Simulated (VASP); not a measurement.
## GaN: single point with r2SCAN

Crystal: GaN.

```
Ga N
1.0
     0.04225    2.25350    2.25350
     2.25350    0.04225    2.25350
     2.29575    2.29575    0.00000
Ga N
1 1
Direct
  0.00000 0.00000 0.00000
  0.75000 0.75000 0.75000
```

This cell differs from its parent crystal: strain +0.0375 x Voigt [0, 0, 0, 0, 0, 1].

```yaml
Program: VASP 6.6.1
Task: single point
Functional: r2SCAN
Potentials_or_basis: VASP PAW PBE potentials, release 64 (Ga_d, N)
Cutoff: 520 eV
k_mesh: 10 × 10 × 10
Occupations: gaussian, width 0.05 eV
Spin: no spin polarisation
```

| Item | Value |
| --- | --- |
| Pressure | 0.2 GPa |
| Largest force | 0.316 eV/Å |
| Band gap on the k mesh | 2.02 eV |

Forces on the atoms (eV/Å):
```
Ga   0.000  0.000 -0.316
N    0.000  0.000  0.316
```

Stress tensor (GPa, compression positive):
```
 0.27 -7.47  0.00
-7.47  0.27  0.00
 0.00  0.00  0.12
```

Levels at points of the mesh, in eV from the valence-band top:
```
           k point  band 7  band 8  band 9  band 10  band 11  band 12
(0.00, 0.00, 0.00)   -0.15   -0.09    0.00     2.02    10.46    10.97
(0.50, 0.00, 0.00)   -7.21   -1.17   -1.16     4.92     9.42    10.57
(0.50, 0.50, 0.00)   -6.30   -3.09   -2.62     3.64     7.24    12.50
(0.00, 0.00, 0.50)   -7.27   -1.00   -0.97     5.23     9.27    10.95
(0.50, 0.00, 0.50)   -6.30   -2.86   -2.86     3.69     7.16    12.44
```

It took 4.2 min on 1 thread of Intel Xeon 8259CL (shared host), peak memory 0.19 GiB.

Caveat: the cell differs from its parent crystal (strain +0.0375 x Voigt [0, 0, 0, 0, 0, 1]); the PAW data sets were made with another functional, which shifts forces and pressure a little.
